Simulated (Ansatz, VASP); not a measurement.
Mn: VASP beside Ansatz

File INCAR:

```
SYSTEM = Mn
AGGAC = 1.0
AGGAX = 1.0
ALDAC = 0.0
ALDAX = 1.0
ALGO = Normal
EDIFF = 1E-7
ENCUT = 520
GGA = B5
ISIF = 2
ISMEAR = -1
ISPIN = 2
LASPH = .TRUE.
LCHARG = .TRUE.
LELF = .TRUE.
LMAXMIX = 4
LORBIT = 11
LREAL = .FALSE.
LVHAR = .TRUE.
LWAVE = .FALSE.
MAGMOM = -1.53 1.53
NBANDS = 24
NELM = 150
PREC = Accurate
SIGMA = 0.05
```

Contents of KPOINTS:

```
k-points
0
G
  12 12 12
  0 0 0
```

POSCAR

```
Mn
1.0
    0.0000000000      2.6041133705      2.6041133705
    2.6041133705      0.0000000000      2.6041133705
    2.6041133705      2.6041133705      0.0000000000
Mn
2
Direct
    0.1250000000      0.1250000000      0.1250000000
    0.8750000000      0.8750000000      0.8750000000
```

Input for Ansatz:

```yaml
crystal:
  lattice:
    - [0.0, 2.6041133705, 2.6041133705]
    - [2.6041133705, 0.0, 2.6041133705]
    - [2.6041133705, 2.6041133705, 0.0]
  atoms:
    - { symbol: Mn, position: [0.125, 0.125, 0.125], spin: -1.53 }
    - { symbol: Mn, position: [0.875, 0.875, 0.875], spin: 1.53 }
hamiltonian:
  xc: blyp
  pseudopotentials:
    kind: paw
    azcp:
      Mn: "pseudopotentials/Mn.paw.azcp"
basis:
  ecutwfc: 420
  fft_grid_basis: typed
kpoints:
  mp_grid: { grid: [12, 12, 12], shift: [0, 0, 0] }
magnetization:
  spin_polarized: true
scf:
  occupations: { method: fermi_dirac, width: 0.05 }
  lower_state_search: "off"
output:
  stress: true
  write_density: true
  write_potential: true
  elf: true
  volumetric_format: npy
```

Alike in both runs: task single point; functional BLYP; k mesh 12 × 12 × 12; occupations fermi-dirac, width 0.05 eV; collinear spin.

|  | VASP | Ansatz |
| --- | --- | --- |
| version | VASP 6.6.1 | Ansatz 0.2.0 |
| potentials or method | VASP PAW PBE potentials, release 64 (Mn_pv), cutoff 520 eV | plane waves (420 eV) with PAW, scalar-relativistic |
| valence electrons in the cell | 26 | 30 |

|  | VASP | Ansatz | Ansatz less VASP |
| --- | --- | --- | --- |
| pressure (GPa) | 0.1 | -0.2 | -0.30 |
| net moment per atom (μB) | 0.00 | 0.00 | 0.000 |
| size of the moment on the site where the two differ most (μB) | 2.26 | 2.11 | -0.152 |

VASP's potentials were made for PBE, not for BLYP. Site moments also hang on the region over which each program counts them. The functional is the same, so the differences come from potentials, cutoffs and numerics. VASP's potentials hold 26 valence electrons a cell and Ansatz's 30, so a difference there can come from the potentials and not from the codes.
